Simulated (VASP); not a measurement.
# MgO (I4/mmm) in VASP: a series of runs

MgO is run at these levels: PBEsol; tasks: single point.

Program: VASP 6.6.1. These are calculated values, not measurements. Logs are shortened: lines on timing, memory, paths and dates and some standing lists are left out, and cuts for length are marked.

### Step 1. The cell of the first run

Symmetry: I4/mmm, No. 139, tetragonal system. Conventional cell: a = 3.280 Å, b = 3.280 Å, c = 3.618 Å, α = 90.00°, β = 90.00°, γ = 90.00°. Mg (site symmetry 4/mmm) has 6 O at 1.81 to 2.32 Å within 2.4 Å. Within 2.4 Å of O (site symmetry 4/mmm) lie 6 Mg at 1.81 to 2.32 Å.

### Step 2. Single point, PBEsol

Contents of INCAR:

```
ALGO = Normal ; EDIFF = 1E-7
ENCUT = 520 ; GGA = PS
ISIF = 2 ; ISMEAR = 0
LASPH = T ; LCHARG = F
LREAL = F ; LWAVE = F
NBANDS = 11 ; NELM = 80
PREC = Accurate ; SIGMA = 0.05
```

Contents of KPOINTS:

```
k-points
0
Gamma
  10 10 10
```

Contents of POSCAR:

```
MgO
1.0
    0.0000000000      2.3195132437      1.8092203301
    2.3195132437      0.0000000000      1.8092203301
    2.3195132437      2.3195132437      0.0000000000
Mg O
1 1
Direct
    0.0000000000      0.0000000000      0.0000000000
    0.5000000000      0.5000000000      0.5000000000
```

Potentials or basis: VASP PAW PBE potentials, release 64 (Mg, O).

Command:

```
> cat potpaw_PBE.64/Mg/POTCAR potpaw_PBE.64/O/POTCAR > POTCAR
> mpirun -np 1 vasp_std > vasp.out
```

OUTCAR:

```text
EDIFF = 1E-7
   ENCUT = 520
   GGA = PS
   ISIF = 2
   ISMEAR = 0
   LASPH = T
   LREAL = F
   NELM = 80
   PREC = Accurate

 ion  position               nearest neighbor table
   1  0.000  0.000  0.000-   2 1.81   2 1.81   2 2.32   2 2.32   2 2.32   2 2.32
   2  0.500  0.500  0.500-   1 1.81   1 1.81   1 2.32   1 2.32   1 2.32   1 2.32

  LATTYP: Found a body centered tetragonal cell.
 ALAT       =     3.2802870873
 C/A-ratio  =     1.1030865787

  Lattice vectors:

 A1 = (   0.0000000000,  -2.3195132437,  -1.8092203301)
 A2 = (   0.0000000000,   2.3195132437,  -1.8092203301)
 A3 = (   2.3195132437,   0.0000000000,   1.8092203301)

Analysis of symmetry for initial positions (statically):
=====================================================================
 Subroutine PRICEL returns:
 Original cell was already a primitive cell.

 Routine SETGRP: Setting up the symmetry group for a
 body centered tetragonal supercell.

 Subroutine GETGRP returns: Found 16 space group operations
 (whereof 16 operations were pure point group operations)
 out of a pool of 16 trial point group operations.

The static configuration has the point symmetry D_4h.

Analysis of symmetry for dynamics (positions and initial velocities):
=====================================================================
 Subroutine PRICEL returns:
 Original cell was already a primitive cell.

 Routine SETGRP: Setting up the symmetry group for a
 body centered tetragonal supercell.

 Subroutine GETGRP returns: Found 16 space group operations
 (whereof 16 operations were pure point group operations)
 out of a pool of 16 trial point group operations.

The dynamic configuration has the point symmetry D_4h.

 Subroutine INISYM returns: Found 16 space group operations
 (whereof 16 operations are pure point group operations),
 and found     1 'primitive' translations

----------------------------------------------------------------------------------------

                                     Primitive cell

  volume of cell :      19.4677

  direct lattice vectors                    reciprocal lattice vectors
     0.000000000  2.319513244  1.809220330    -0.215562468  0.215562468  0.276362139
     2.319513244  0.000000000  1.809220330     0.215562468 -0.215562468  0.276362139
     2.319513244  2.319513244  0.000000000     0.215562468  0.215562468 -0.276362139

  length of vectors
     2.941669575  2.941669575  3.280287087     0.411473434  0.411473434  0.411473434

  position of ions in fractional coordinates (direct lattice)
     0.000000000  0.000000000  0.000000000
     0.500000000  0.500000000  0.500000000

  ion indices of the primitive-cell ions
   primitive index   ion index
                 1           1
                 2           2

----------------------------------------------------------------------------------------

 KPOINTS: k-points

Automatic generation of k-mesh.
 Grid dimensions read from file:
 generate k-points for:   10   10   10

 Generating k-lattice:

  Cartesian coordinates                     Fractional coordinates (reciprocal lattice)
    -0.021556247  0.021556247  0.027636214     0.100000000  0.000000000  0.000000000
     0.021556247 -0.021556247  0.027636214     0.000000000  0.100000000  0.000000000
     0.021556247  0.021556247 -0.027636214    -0.000000000 -0.000000000  0.100000000

  Length of vectors
     0.041147343  0.041147343  0.041147343

  Shift w.r.t. Gamma in fractional coordinates (k-lattice)
     0.000000000  0.000000000  0.000000000

 Subroutine IBZKPT returns following result:
 ===========================================

 Found    102 irreducible k-points:

 Following reciprocal coordinates:
            Coordinates               Weight
  0.000000  0.000000  0.000000      1.000000
  0.100000  0.000000  0.000000      8.000000
  0.200000  0.000000  0.000000      8.000000
  0.300000  0.000000  0.000000      8.000000
  0.400000  0.000000  0.000000      8.000000
  0.500000  0.000000  0.000000      4.000000
[... 16 lines left out ...]
  0.300000  0.300000  0.000000      2.000000
  0.400000  0.300000  0.000000      8.000000
 [... further k-points ...]
   k-points           NKPTS =    102   k-points in BZ     NKDIM =    102   number of bands    NBANDS=     11
   number of dos      NEDOS =    301   number of ions     NIONS =      2
   total plane-waves  NPLWV =  13824
   dimension x,y,z NGX =    24 NGY =   24 NGZ =   24
   dimension x,y,z NGXF=    48 NGYF=   48 NGZF=   48
   ions per type =               1   1
   NGX,Y,Z   is equivalent  to a cutoff of  13.56, 13.56, 12.16 a.u.
   NGXF,Y,Z  is equivalent  to a cutoff of  27.13, 27.13, 24.33 a.u.
 SYSTEM =  unknown system
   PREC   = accura    normal or accurate (medium, high low for compatibility)
   ISTART =      0    job   : 0-new  1-cont  2-samecut
   ICHARG =      2    charge: 1-file 2-atom 10-const
   ISPIN  =      1    spin polarized calculation?
   LNONCOLLINEAR =      F non collinear calculations
   LSORBIT =      F    spin-orbit coupling
   LASPH  =      T    aspherical Exc in radial PAW
   ENCUT  =  520.0 eV  38.22 Ry    6.18 a.u.   5.47  5.47  6.10*2*pi/ulx,y,z
   NELM   =     80;   NELMIN=  2; NELMDL= -5     # of ELM steps
   EDIFF  = 0.1E-06   stopping-criterion for ELM
   LREAL  =      F    real-space projection
   EDIFFG = 0.1E-05   stopping-criterion for IOM
   NSW    =      0    number of steps for IOM
   IBRION =     -1    ionic relax: 0-MD 1-quasi-New 2-CG
   NFREE  =      0    steps in history (QN), initial steepest desc. (CG)
   ISIF   =      2    stress and relaxation
   ISYM   =      2    0-nonsym 1-usesym 2-fastsym
   POTIM  = 0.5000    time-step for ionic-motion
   TEBEG  =    0.0;   TEEND  =   0.0 temperature during run
   PSTRESS=    0.0 pullay stress
   NELECT =       8.0000    total number of electrons
   NUPDOWN=      -1.0000    fix difference up-down
   EMIN   =  10.00;   EMAX   =-10.00  energy-range for DOS
   EFERMI =   0.00;   METHOD = LEGACY
   ISMEAR =     0;   SIGMA  =   0.05  broadening in eV -4-tet -1-fermi 0-gaus
   EFERMI_NEDOS =   21; number of points for ismear=-14 and -15
   IALGO  =     38    algorithm
   IMIX   =      4    mixing-type and parameters
     AMIX     =   0.40;   BMIX     =  1.00
     AMIX_MAG =   1.60;   BMIX_MAG =  1.00
  volume/ion in A,a.u.               =       9.73        65.69
  Fermi-wavevector in a.u.,A,eV,Ry     =   1.217119  2.300022 20.155386  1.481379
  Thomas-Fermi vector in A             =   2.352450
   LORBIT       =      0    0 simple, 1 ext, 2 COOP (PROOUT), +10 PAW based schemes
   GGA     = PS    functional components
   LHFCALC =     F    Hartree Fock is set to
   AEXX    =    0.0000 exact exchange contribution
   IVDW    =     0    specifies the selected vdW correction
   LEPSILON=     F    determine dielectric tensor
   LRPA    =     F    only Hartree local field effects (RPA)
 non-spin polarized calculation
 Gauss-broadening in eV      SIGMA  =   0.05
  energy-cutoff  :      520.00
  volume of cell :       19.47
 maximum number of plane-waves:       540
 NGX is ok and might be reduce to    24
   NGX = 11   NGY = 11   NGZ = 13

 number of electron       8.0000004 magnetization

 Free energy of the ion-electron system (eV)
  ---------------------------------------------------
  ext. energy  EPLUGINS =         0.00000000
  ---------------------------------------------------
  free energy    TOTEN  =       -11.86814410 eV

  energy without entropy =      -11.86814410  energy(sigma->0) =      -11.86814410

 E-fermi :   3.1172     XC(G=0): -11.0192

 val. band max:        2.8242984873   @ k =   0.0000   0.0000   0.0000
 cond. band min:       6.6124315639   @ k =   0.0000   0.0000   0.0000
 fundamental gap:      3.7881330766
 Fermi energy:         3.1172008148

 k-point     1 :       0.0000    0.0000    0.0000
  band No.  band energies     occupation
      1     -14.4019      2.00000
      2       2.2353      2.00000
      3       2.8243      2.00000
      4       2.8243      2.00000
      5       6.6124      0.00000
      6      18.0740      0.00000
      7      18.0740      0.00000
      8      20.0040      0.00000
      9      20.4676      0.00000
     10      22.7386      0.00000
     11      23.8870      0.00000

 k-point     2 :       0.1000    0.0000    0.0000
  band No.  band energies     occupation
      1     -14.2974      2.00000
      2       1.8384      2.00000
      3       2.5399      2.00000
      4       2.7073      2.00000
      5       7.2495      0.00000
      6      17.3024      0.00000
      7      18.0775      0.00000
      8      19.8118      0.00000
      9      19.8569      0.00000
     10      23.3680      0.00000
     11      24.8346      0.00000

 k-point     3 :       0.2000    0.0000    0.0000
  band No.  band energies     occupation
      1     -14.0101      2.00000
      2       0.6767      2.00000
      3       2.3431      2.00000
      4       2.4170      2.00000
      5       8.4507      0.00000
      6      15.6475      0.00000
      7      17.5901      0.00000
      8      20.3503      0.00000
      9      20.5060      0.00000
     10      22.8659      0.00000
     11      26.9400      0.00000

 k-point     4 :       0.3000    0.0000    0.0000
  band No.  band energies     occupation
      1     -13.6236      2.00000
      2      -0.5323      2.00000
      3       2.0854      2.00000
      4       2.1922      2.00000
      5       9.4558      0.00000
      6      14.5625      0.00000
      7      16.9186      0.00000
      8      21.4277      0.00000
      9      21.8887      0.00000
     10      22.5190      0.00000
     11      27.5831      0.00000

 k-point     5 :       0.4000    0.0000    0.0000
  band No.  band energies     occupation
      1     -13.2793      2.00000
      2      -1.4173      2.00000
      3       1.8355      2.00000
      4       2.0795      2.00000
      5       9.9097      0.00000
      6      14.2967      0.00000
      7      16.4589      0.00000
      8      22.1564      0.00000
      9      22.6204      0.00000
     10      23.2279      0.00000
     11      27.3069      0.00000
[... 211 lines left out ...]
 k-point    21 :      -0.3000    0.2000    0.0000
  band No.  band energies     occupation
      1     -13.3721      2.00000
      2      -0.4660      2.00000
      3       1.0837      2.00000
      4       1.7261      2.00000
      5      11.1070      0.00000
      6      15.2182      0.00000
      7      17.1879      0.00000
      8      17.7501      0.00000
      9      21.8071      0.00000
     10      22.1031      0.00000
     11      29.9401      0.00000

 k-point    22 :      -0.2000    0.2000    0.0000
  band No.  band energies     occupation
      1     -13.6829      2.00000
      2       0.1677      2.00000
      3       1.3163      2.00000
      4       2.0611      2.00000
      5      10.3397      0.00000
      6      15.7488      0.00000
      7      17.4902      0.00000
      8      18.0413      0.00000
      9      20.2575      0.00000
     10      23.3397      0.00000
     11      28.9419      0.00000

 k-point    23 :       0.3000    0.3000    0.0000
  band No.  band energies     occupation
      1     -13.1544      2.00000
      2      -0.4800      2.00000
      3       1.3085      2.00000
      4       1.3085      2.00000
      5      11.0475      0.00000
      6      11.9184      0.00000
      7      18.4454      0.00000
      8      18.4454      0.00000
      9      20.9059      0.00000
     10      24.0015      0.00000
     11      30.4925      0.00000

 k-point    24 :       0.4000    0.3000    0.0000
  band No.  band energies     occupation
      1     -12.9556      2.00000
      2      -0.6750      2.00000
      3       1.0281      2.00000
      4       1.0804      2.00000
      5      11.2831      0.00000
      6      12.0408      0.00000
      7      18.3906      0.00000
      8      18.5518      0.00000
      9      19.8383      0.00000
     10      25.3305      0.00000
     11      30.4356      0.00000

 [... further k-points ...]
[... 5 lines left out ...]
  --------------------------------------------------------------------------------------
  -------------------------------------------------------------------------------------
  Total       -1.2722789     -1.2722789      8.3919840      0.0000000      0.0000000      0.0000000
  in kB     -104.7074874   -104.7074874    690.6532549      0.0000000      0.0000000      0.0000000
  external PRESSURE =     160.4127601 kB  Pullay stress =       0.0000000 kB

 VOLUME and BASIS-vectors are now :
 -----------------------------------------------------------------------------
  energy-cutoff  :      520.00
  volume of cell :       19.47
      direct lattice vectors                 reciprocal lattice vectors
     0.000000000  2.319513244  1.809220330    -0.215562468  0.215562468  0.276362139
     2.319513244  0.000000000  1.809220330     0.215562468 -0.215562468  0.276362139
     2.319513244  2.319513244  0.000000000     0.215562468  0.215562468 -0.276362139

 POSITION                                       TOTAL-FORCE (eV/Angst)
 -----------------------------------------------------------------------------------
      0.00000      0.00000      0.00000         0.000000     -0.000000     -0.000000
      2.31951      2.31951      1.80922        -0.000000      0.000000      0.000000
 -----------------------------------------------------------------------------------
    total drift:                               -0.000000     -0.000000      0.000000

  FREE ENERGIE OF THE ION-ELECTRON SYSTEM (eV)
  ---------------------------------------------------
  free  energy   TOTEN  =       -11.8681440992 eV

  energy  without entropy=      -11.8681440992  energy(sigma->0) =      -11.86814410
```

Run time: 14 s. Hardware: 1 thread of Intel Xeon Platinum 8375C at 2.90GHz (Ice Lake), shared host; peak memory 0.15 GiB.

Results:

```yaml
Free_energy: -11.8681 eV
Pressure: 16.0 GPa
Band_gap_on_the_k_mesh: 3.79 eV, direct
```

Caveat: the PAW data sets were made with another functional, which shifts forces and pressure a little.

[end of part 1 of 2]
